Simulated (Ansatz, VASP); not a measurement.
ZrS2 in VASP and in Ansatz

```
S Zr
1.0
     3.60630    0.00000    0.00000
    -1.80315    3.12315    0.00000
     0.00000    0.00000   29.60000
S Zr
2 1
Direct
  0.33333 0.66667 0.23679
  0.66667 0.33333 0.33415
  0.00000 0.00000 0.28547
```

Alike in both runs: functional LDA; k mesh 12 × 12 × 1; occupations gaussian, width 0.03 eV; no spin polarisation.

Ansatz relaxed the structure, and its values are those at the end. VASP's run is a single point on that final structure, the one shown.

```csv
,VASP,Ansatz
version,VASP 6.6.1,Ansatz 0.2.0
potentials or method,"VASP PAW LDA potentials, release 64 (S, Zr_sv), cutoff 400 eV","scalar-relativistic, plane waves, PAW"
valence electrons in the cell,24,24
```

```csv
,VASP,Ansatz,Ansatz less VASP
gap on the k mesh at the Fermi level (eV),0.96,0.96,+0.006
least direct gap on the mesh (eV),1.56,1.57,+0.002
rms of the force components (eV/Å),0.008,0.000,-0.0081
```

Ansatz warns that its potentials were made for another functional, while VASP's fit it. LDA's correlation is that of Perdew and Zunger in VASP and of Perdew and Wang (1992) in Ansatz. Ansatz's warnings: slab cell height set, structure snapped to symmetry, xc potential rough in thin density.
